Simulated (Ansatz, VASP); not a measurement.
**CdS in VASP and in Ansatz**

File INCAR:

```
SYSTEM = CdS
  PREC = Accurate
  ENCUT = 520
  EDIFF = 1E-6
  ISMEAR = 0
  SIGMA = 0.05
  LREAL = .FALSE.
  LASPH = .TRUE.
  NELM = 100
  ALGO = Normal
  ISIF = 2
  LWAVE = .FALSE.
  LCHARG = .FALSE.
  GGA = PE
  NBANDS = 16
```

The input KPOINTS:

```
regular mesh
0
G
  8 8 8
  0 0 0
```

File POSCAR:

```
CdS
1.0
    0.0000000000      2.6772000000      2.6772000000
    2.6772000000      0.0000000000      2.6772000000
    2.6772000000      2.6772000000      0.0000000000
Cd S
1 1
Direct
    0.0000000000      0.0000000000      0.0000000000
    0.7500000000      0.7500000000      0.7500000000
```

Input for Ansatz:

```yaml
crystal:
  lattice:
    - [0.0, 2.6772, 2.6772]
    - [2.6772, 0.0, 2.6772]
    - [2.6772, 2.6772, 0.0]
  atoms:
    - { symbol: Cd, position: [0.0, 0.0, 0.0] }
    - { symbol: S, position: [0.75, 0.75, 0.75] }
basis:
  ecutwfc: 420
kpoints:
  mp_grid: { grid: [8, 8, 8] }
hamiltonian:
  xc: pbe
scf:
  occupations: { method: gaussian, width: 0.05 }
output:
  forces: true
  stress: true
  eigenvalues: true
```

Change from the starting cell: strain -0.080 along x and y, -0.080 along z, atoms carried along.

Alike in both runs: task single point; functional PBE; k mesh 8 × 8 × 8; occupations gaussian, width 0.05 eV; no spin polarisation.

|  | VASP | Ansatz |
| --- | --- | --- |
| version | VASP 6.6.1 | Ansatz 0.2.0 |
| potentials or method | VASP PAW PBE potentials, release 64 (Cd, S), cutoff 520 eV | scalar-relativistic, plane waves, PAW |
| valence electrons in the cell | 18 | 26 |

Ansatz gave:

- gap on the k mesh at the Fermi level (eV): 1.61
- least direct gap on the mesh (eV): 1.61
- pressure (GPa): 32.6

Problem. What did VASP give for the same quantities?

Solution. gap on the k mesh at the Fermi level (eV): 1.64; least direct gap on the mesh (eV): 1.64; pressure (GPa): 33.7.

Both programs put the cell under a high pressure, so it lies far from rest at this level. With one functional, cell and mesh, what is left measures potentials, basis and numerics. VASP's potentials hold 18 valence electrons a cell and Ansatz's 26, so a difference there can come from the potentials and not from the codes.
